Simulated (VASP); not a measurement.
# P (Cmce) in VASP: further runs

Runs on P. Level: PBE. Tasks: single point.

All numbers are computed with VASP 6.6.1; they aren't measurements. Logs are shortened: lines on timing, memory, paths and dates and some standing lists are left out, and cuts for length are marked.

**1. The cell of the first run**

It takes space group Cmce (No. 64, orthorhombic). Conventional cell: a = 3.309 Å, b = 11.286 Å, c = 4.564 Å, α = 90.00°, β = 90.00°, γ = 90.00°. P (site symmetry m) has 3 P at 2.23 to 2.26 Å within 2.9 Å.

**2. Single point, PBE**

Input file INCAR:

```
PREC = Accurate ; ENCUT = 520
EDIFF = 1E-6 ; ISMEAR = 0
SIGMA = 0.01 ; LREAL = False
LASPH = True ; NELM = 60
ALGO = Normal ; ISIF = 2
LWAVE = False ; LCHARG = False
GGA = PE ; NBANDS = 18
```

Input file KPOINTS:

```
Automatic mesh
0
Gamma
  12 12 8
```

Input file POSCAR:

```
P
1.0
    1.6547456629     -5.6432049475      0.0000000000
    1.6547456629      5.6432049475      0.0000000000
    0.0000000000      0.0000000000      4.5643751969
P
4
Direct
    0.9059845537      0.0940154463      0.0865344401
    0.5940154463      0.4059845537      0.5865344401
    0.0940154463      0.9059845537      0.9134655599
    0.4059845537      0.5940154463      0.4134655599
```

Potentials or basis: VASP PAW PBE potentials, release 64 (P).

The run is started by

```sh
$ cat potpaw_PBE.64/P/POTCAR > POTCAR
$ mpirun -np 1 vasp_std > vasp.out
```

OUTCAR:

```text
PREC = Accurate
   ENCUT = 520
   EDIFF = 1E-6
   ISMEAR = 0
   LREAL = False
   LASPH = True
   NELM = 60
   ISIF = 2
   GGA = PE

 ion  position               nearest neighbor table
   1  0.906  0.094  0.087-   4 2.23   4 2.23   3 2.26
   2  0.594  0.406  0.587-   3 2.23   3 2.23   4 2.26
   3  0.094  0.906  0.913-   2 2.23   2 2.23   1 2.26
   4  0.406  0.594  0.413-   1 2.23   1 2.23   2 2.26

  LATTYP: Found a base centered orthorhombic cell.
 ALAT       =     3.3094913258
 B/A-ratio  =     3.4103155996
 C/A-ratio  =     1.3791772655

  Lattice vectors:

 A1 = (   1.6547456629,  -5.6432049475,   0.0000000000)
 A2 = (   1.6547456629,   5.6432049475,   0.0000000000)
 A3 = (   0.0000000000,   0.0000000000,   4.5643751969)

Analysis of symmetry for initial positions (statically):
=====================================================================
 Subroutine PRICEL returns:
 Original cell was already a primitive cell.

 Routine SETGRP: Setting up the symmetry group for a
 base centered orthorhombic supercell.

 Subroutine GETGRP returns: Found  8 space group operations
 (whereof  4 operations were pure point group operations)
 out of a pool of  8 trial point group operations.

The static configuration has the point symmetry C_2h.
 The point group associated with its full space group is D_2h.

Analysis of symmetry for dynamics (positions and initial velocities):
=====================================================================
 Subroutine PRICEL returns:
 Original cell was already a primitive cell.

 Routine SETGRP: Setting up the symmetry group for a
 base centered orthorhombic supercell.

 Subroutine GETGRP returns: Found  8 space group operations
 (whereof  4 operations were pure point group operations)
 out of a pool of  8 trial point group operations.

The dynamic configuration has the point symmetry C_2h.
 The point group associated with its full space group is D_2h.

 Subroutine INISYM returns: Found  8 space group operations
 (whereof  4 operations are pure point group operations),
 and found     1 'primitive' translations

----------------------------------------------------------------------------------------

                                     Primitive cell

  volume of cell :      85.2449

  direct lattice vectors                    reciprocal lattice vectors
     1.654745663 -5.643204948  0.000000000     0.302161239 -0.088602134  0.000000000
     1.654745663  5.643204948  0.000000000     0.302161239  0.088602134  0.000000000
     0.000000000  0.000000000  4.564375197     0.000000000  0.000000000  0.219088037

  length of vectors
     5.880811618  5.880811618  4.564375197     0.314883713  0.314883713  0.219088037

  position of ions in fractional coordinates (direct lattice)
     0.905984554  0.094015446  0.086534440
     0.594015446  0.405984554  0.586534440
     0.094015446  0.905984554  0.913465560
     0.405984554  0.594015446  0.413465560

  ion indices of the primitive-cell ions
   primitive index   ion index
                 1           1
                 2           2
                 3           3
                 4           4

----------------------------------------------------------------------------------------

 KPOINTS: Automatic mesh

Automatic generation of k-mesh.
 Grid dimensions read from file:
 generate k-points for:   12   12    8

 Generating k-lattice:

  Cartesian coordinates                     Fractional coordinates (reciprocal lattice)
     0.025180103 -0.007383511  0.000000000     0.083333333  0.000000000  0.000000000
     0.025180103  0.007383511  0.000000000     0.000000000  0.083333333  0.000000000
     0.000000000  0.000000000  0.027386005     0.000000000  0.000000000  0.125000000

  Length of vectors
     0.026240309  0.026240309  0.027386005

  Shift w.r.t. Gamma in fractional coordinates (k-lattice)
     0.000000000  0.000000000  0.000000000

 Subroutine IBZKPT returns following result:
 ===========================================

 Found    215 irreducible k-points:

 Following reciprocal coordinates:
            Coordinates               Weight
  0.000000  0.000000  0.000000      1.000000
  0.083333  0.000000  0.000000      4.000000
  0.166667  0.000000  0.000000      4.000000
  0.250000  0.000000  0.000000      4.000000
  0.333333  0.000000  0.000000      4.000000
  0.416667  0.000000  0.000000      4.000000
[... 16 lines left out ...]
  0.500000  0.166667  0.000000      4.000000
 -0.416667  0.166667  0.000000      4.000000
 [... further k-points ...]
   k-points           NKPTS =    215   k-points in BZ     NKDIM =    215   number of bands    NBANDS=     18
   number of dos      NEDOS =    301   number of ions     NIONS =      4
   total plane-waves  NPLWV =  82944
   dimension x,y,z NGX =    48 NGY =   48 NGZ =   36
   dimension x,y,z NGXF=    96 NGYF=   96 NGZF=   72
   ions per type =               4
   NGX,Y,Z   is equivalent  to a cutoff of  13.57, 13.57, 13.11 a.u.
   NGXF,Y,Z  is equivalent  to a cutoff of  27.14, 27.14, 26.22 a.u.
 SYSTEM =  unknown system
   PREC   = accura    normal or accurate (medium, high low for compatibility)
   ISTART =      0    job   : 0-new  1-cont  2-samecut
   ICHARG =      2    charge: 1-file 2-atom 10-const
   ISPIN  =      1    spin polarized calculation?
   LNONCOLLINEAR =      F non collinear calculations
   LSORBIT =      F    spin-orbit coupling
   LASPH  =      T    aspherical Exc in radial PAW
   ENCUT  =  520.0 eV  38.22 Ry    6.18 a.u.  10.93 10.93  8.49*2*pi/ulx,y,z
   NELM   =     60;   NELMIN=  2; NELMDL= -5     # of ELM steps
   EDIFF  = 0.1E-05   stopping-criterion for ELM
   LREAL  =      F    real-space projection
   EDIFFG = 0.1E-04   stopping-criterion for IOM
   NSW    =      0    number of steps for IOM
   IBRION =     -1    ionic relax: 0-MD 1-quasi-New 2-CG
   NFREE  =      0    steps in history (QN), initial steepest desc. (CG)
   ISIF   =      2    stress and relaxation
   ISYM   =      2    0-nonsym 1-usesym 2-fastsym
   POTIM  = 0.5000    time-step for ionic-motion
   TEBEG  =    0.0;   TEEND  =   0.0 temperature during run
   PSTRESS=    0.0 pullay stress
   NELECT =      20.0000    total number of electrons
   NUPDOWN=      -1.0000    fix difference up-down
   EMIN   =  10.00;   EMAX   =-10.00  energy-range for DOS
   EFERMI =   0.00;   METHOD = LEGACY
   ISMEAR =     0;   SIGMA  =   0.01  broadening in eV -4-tet -1-fermi 0-gaus
   EFERMI_NEDOS =   21; number of points for ismear=-14 and -15
   IALGO  =     38    algorithm
   IMIX   =      4    mixing-type and parameters
     AMIX     =   0.40;   BMIX     =  1.00
     AMIX_MAG =   1.60;   BMIX_MAG =  1.00
  volume/ion in A,a.u.               =      21.31       143.82
  Fermi-wavevector in a.u.,A,eV,Ry     =   1.009707  1.908070 13.871251  1.019508
  Thomas-Fermi vector in A             =   2.142652
   LORBIT       =      0    0 simple, 1 ext, 2 COOP (PROOUT), +10 PAW based schemes
   GGA     = PE    functional components
   LHFCALC =     F    Hartree Fock is set to
   AEXX    =    0.0000 exact exchange contribution
   IVDW    =     0    specifies the selected vdW correction
   LEPSILON=     F    determine dielectric tensor
   LRPA    =     F    only Hartree local field effects (RPA)
 non-spin polarized calculation
 Gauss-broadening in eV      SIGMA  =   0.01
  energy-cutoff  :      520.00
  volume of cell :       85.24
 maximum number of plane-waves:      2315
 NGX is ok and might be reduce to    48
   NGX = 21   NGY = 21   NGZ = 17

 number of electron      19.9999999 magnetization

 Free energy of the ion-electron system (eV)
  ---------------------------------------------------
  ext. energy  EPLUGINS =         0.00000000
  ---------------------------------------------------
  free energy    TOTEN  =       -21.50883520 eV

  energy without entropy =      -21.50883520  energy(sigma->0) =      -21.50883520

 E-fermi :   5.3837     XC(G=0):  -9.2235

 val. band max:        5.3195606308   @ k =   0.5000   0.5000   0.0000
 cond. band min:       5.4676584247   @ k =   0.5000   0.5000   0.0000
 fundamental gap:      0.1480977939
 Fermi energy:         5.3837326737

 k-point     1 :       0.0000    0.0000    0.0000
  band No.  band energies     occupation
      1     -10.1367      2.00000
      2      -7.4875      2.00000
      3      -4.2600      2.00000
      4      -1.1311      2.00000
      5       0.3477      2.00000
      6       0.5854      2.00000
[... 10 lines left out ...]
     17      12.1111      0.00000
     18      12.5429      0.00000

 k-point     2 :       0.0833    0.0000    0.0000
  band No.  band energies     occupation
      1     -10.0528      2.00000
      2      -7.4062      2.00000
      3      -4.2930      2.00000
      4      -1.0570      2.00000
      5       0.2303      2.00000
      6       0.6506      2.00000
[... 10 lines left out ...]
     17      12.0399      0.00000
     18      12.0754      0.00000

 k-point     3 :       0.1667    0.0000    0.0000
  band No.  band energies     occupation
      1      -9.8023      2.00000
      2      -7.1624      2.00000
      3      -4.4439      2.00000
      4      -0.8409      2.00000
      5      -0.2946      2.00000
      6       0.2321      2.00000
[... 10 lines left out ...]
     17      10.7186      0.00000
     18      11.9668      0.00000

 k-point     4 :       0.2500    0.0000    0.0000
  band No.  band energies     occupation
      1      -9.3893      2.00000
      2      -6.7569      2.00000
      3      -4.8389      2.00000
      4      -1.2966      2.00000
      5      -0.5082      2.00000
      6      -0.3680      2.00000
[... 375 lines left out ...]
      4      -3.4793      2.00000
      5      -0.3189      2.00000
      6       0.2317      2.00000
[... 10 lines left out ...]
     17      11.6264      0.00000
     18      12.1019      0.00000

 k-point    23 :       0.5000    0.1667    0.0000
  band No.  band energies     occupation
      1      -8.7747      2.00000
      2      -6.3107      2.00000
      3      -5.5510      2.00000
      4      -2.3683      2.00000
      5      -0.5180      2.00000
      6       0.0679      2.00000
[... 10 lines left out ...]
     17      11.6463      0.00000
     18      11.8462      0.00000

 k-point    24 :      -0.4167    0.1667    0.0000
  band No.  band energies     occupation
      1      -9.3431      2.00000
      2      -6.8740      2.00000
      3      -4.8409      2.00000
      4      -1.2508      2.00000
      5      -0.3751      2.00000
      6      -0.2925      2.00000
[... 10 lines left out ...]
     17      10.9890      0.00000
     18      11.1328      0.00000

 [... further k-points ...]

------------------------ aborting loop because EDIFF is reached ----------------------------------------

  FORCE on cell =-STRESS in cart. coord.  units (eV):
  Direction    XX          YY          ZZ          XY          YZ          ZX
  --------------------------------------------------------------------------------------
  -------------------------------------------------------------------------------------
  Total       -0.1563690     -0.1515482     -0.1703957      0.0000000      0.0000000      0.0000000
  in kB       -2.9389536     -2.8483477     -3.2025863      0.0000000      0.0000000      0.0000000
  external PRESSURE =      -2.9966292 kB  Pullay stress =       0.0000000 kB

 VOLUME and BASIS-vectors are now :
 -----------------------------------------------------------------------------
  energy-cutoff  :      520.00
  volume of cell :       85.24
      direct lattice vectors                 reciprocal lattice vectors
     1.654745663 -5.643204948  0.000000000     0.302161239 -0.088602134  0.000000000
     1.654745663  5.643204948  0.000000000     0.302161239  0.088602134  0.000000000
     0.000000000  0.000000000  4.564375197     0.000000000  0.000000000  0.219088037

 POSITION                                       TOTAL-FORCE (eV/Angst)
 -----------------------------------------------------------------------------------
      1.65475     -4.58211      0.39498         0.000000     -0.037520      0.033699
      1.65475     -1.06110      2.67716         0.000000      0.037520      0.033699
      1.65475      4.58211      4.16940         0.000000      0.037520     -0.033699
      1.65475      1.06110      1.88721         0.000000     -0.037520     -0.033699
 -----------------------------------------------------------------------------------
    total drift:                               -0.000000      0.000000      0.000000

  FREE ENERGIE OF THE ION-ELECTRON SYSTEM (eV)
  ---------------------------------------------------
  free  energy   TOTEN  =       -21.5088351989 eV

  energy  without entropy=      -21.5088351989  energy(sigma->0) =      -21.50883520
```

Run time: 4.5 min. Hardware: 1 thread of Intel Xeon Platinum 8259CL at 2.50GHz (Skylake/Cascade Lake), shared host; peak memory 0.41 GiB.

What came out:

| Item | Value |
| --- | --- |
| Free energy | -21.5088 eV |
| Pressure | -0.3 GPa |
| Largest force | 0.050 eV/Å |
| Band gap on the k mesh | 0.15 eV |

Forces on the atoms (eV/Å):
```
P    0.000 -0.038  0.034
P    0.000  0.038  0.034
P    0.000  0.038 -0.034
P    0.000 -0.038 -0.034
```

Levels at points of the mesh, in eV from the valence-band top:
```csv
k point,band 7,band 8,band 9,band 10,band 11,band 12,band 13,band 14
"(0.00, 0.00, 0.00)",-3.77,-2.60,-2.28,-0.99,0.75,1.24,2.12,2.91
"(0.50, 0.00, 0.00)",-3.21,-3.21,-2.48,-2.48,0.78,0.78,1.56,1.56
"(0.50, 0.50, 0.00)",-3.85,-2.15,-1.60,0.00,0.15,1.06,2.28,2.83
"(0.00, 0.00, 0.50)",-2.98,-2.98,-1.50,-1.50,1.60,1.60,3.01,3.01
"(0.50, 0.00, 0.50)",-5.15,-5.15,-1.69,-1.69,1.83,1.83,3.50,3.50
"(0.50, 0.50, 0.50)",-2.77,-2.77,-1.78,-1.78,1.57,1.57,2.58,2.58
```

Caveat: semilocal functionals underestimate gaps, and a narrow one can read as zero. A k mesh can miss the band edges.

**3. Single point, PBE**

Input file INCAR:

```
SYSTEM = P
ALGO = Normal ; EDIFF = 1E-6
ENCUT = 520 ; GGA = PE
ISIF = 2 ; ISMEAR = 0
LASPH = .True. ; LCHARG = .False.
LREAL = .False. ; LWAVE = .False.
NBANDS = 18 ; NELM = 80
PREC = Accurate ; SIGMA = 0.01
```

Input file KPOINTS:

```
k-points
0
Gamma
  12 12 8
  0 0 0
```

POSCAR is that of step 2.

Potentials or basis: VASP PAW PBE potentials, release 64 (P).

The run is started by

```sh
$ cat potpaw_PBE.64/P/POTCAR > POTCAR
$ mpirun -np 1 vasp_std > vasp.out
```

Run time: 4.6 min. Hardware: 1 thread of Intel Xeon Platinum 8259CL at 2.50GHz (Skylake/Cascade Lake), shared host; peak memory 0.41 GiB.

The run converged. Its results:

```
Free energy            : -21.5088 eV
Pressure               : -0.3 GPa
Largest force          : 0.050 eV/Å
Band gap on the k mesh : 0.15 eV
```

Forces in eV/Å, atoms in the order of the input:
```
P    0.000 -0.038  0.034
P    0.000  0.038  0.034
P    0.000  0.038 -0.034
P    0.000 -0.038 -0.034
```

Levels at points of the mesh, in eV from the valence-band top:
```csv
k point,band 6,band 7,band 8,band 9,band 10,band 11,band 12,band 13,band 14,band 15
"(0.00, 0.00, 0.00)",-4.73,-3.77,-2.60,-2.28,-0.99,0.75,1.24,2.12,2.91,5.42
"(0.50, 0.00, 0.00)",-5.31,-3.21,-3.21,-2.48,-2.48,0.78,0.78,1.56,1.56,3.32
"(0.50, 0.50, 0.00)",-5.29,-3.85,-2.15,-1.60,0.00,0.15,1.06,2.28,2.83,5.12
"(0.00, 0.00, 0.50)",-4.11,-2.98,-2.98,-1.50,-1.50,1.60,1.60,3.01,3.01,4.49
"(0.50, 0.00, 0.50)",-5.39,-5.15,-5.15,-1.69,-1.69,1.83,1.83,3.50,3.50,5.04
"(0.50, 0.50, 0.50)",-3.00,-2.77,-2.77,-1.78,-1.78,1.57,1.57,2.58,2.58,3.19
```

Caveat: semilocal functionals underestimate gaps, and a narrow one can read as zero.

**4. Single point, PBE**

Input file INCAR:

```
PREC = Accurate
ENCUT = 520
EDIFF = 1E-6
ISMEAR = 0
SIGMA = 0.01
LREAL = F
LASPH = T
NELM = 100
ALGO = Normal
ISIF = 2
LWAVE = F
LCHARG = F
GGA = PE
NBANDS = 18
```

Input file KPOINTS:

```
regular mesh
0
Gamma
  12 12 8
```

Input file POSCAR:

```
P
1.0
    1.6547966033     -5.6506608853      0.0000000000
    1.6547966033      5.6506608853      0.0000000000
    0.0000000000      0.0000000000      4.5647309568
P
4
Direct
    0.9061111873      0.0938888127      0.0865360450
    0.5938888127      0.4061111873      0.5865360450
    0.0938888127      0.9061111873      0.9134639550
    0.4061111873      0.5938888127      0.4134639550
```

The run is started by

```sh
$ cat potpaw_PBE.64/P/POTCAR > POTCAR
$ mpirun -np 1 vasp_std > vasp.out
```

Wall time 4.5 min (1 thread of Intel Xeon Platinum 8259CL at 2.50GHz (Skylake/Cascade Lake), shared host); peak memory 0.41 GiB.

Results (log left out):

* Free energy: -21.5088 eV
* Pressure: -0.3 GPa
* Largest force: 0.051 eV/Å
* Band gap on the k mesh: 0.15 eV

Forces in eV/Å, atoms in the order of the input:
```
P    0.000 -0.037  0.035
P    0.000  0.037  0.035
P    0.000  0.037 -0.035
P    0.000 -0.037 -0.035
```

Levels at points of the mesh, in eV from the valence-band top:
```
           k point  band 7  band 8  band 9  band 10  band 11  band 12  band 13  band 14
(0.00, 0.00, 0.00)   -3.77   -2.59   -2.27    -0.98     0.76     1.25     2.13     2.92
(0.50, 0.00, 0.00)   -3.20   -3.20   -2.47    -2.47     0.79     0.79     1.57     1.57
(0.50, 0.50, 0.00)   -3.84   -2.15   -1.60     0.00     0.15     1.07     2.28     2.84
(0.00, 0.00, 0.50)   -2.98   -2.98   -1.50    -1.50     1.60     1.60     3.01     3.01
(0.50, 0.00, 0.50)   -5.14   -5.14   -1.69    -1.69     1.84     1.84     3.51     3.51
(0.50, 0.50, 0.50)   -2.77   -2.77   -1.77    -1.77     1.58     1.58     2.58     2.58
```

Caveat: semilocal functionals underestimate gaps, and a narrow one can read as zero.

(Part 1 of 2 ends here.)
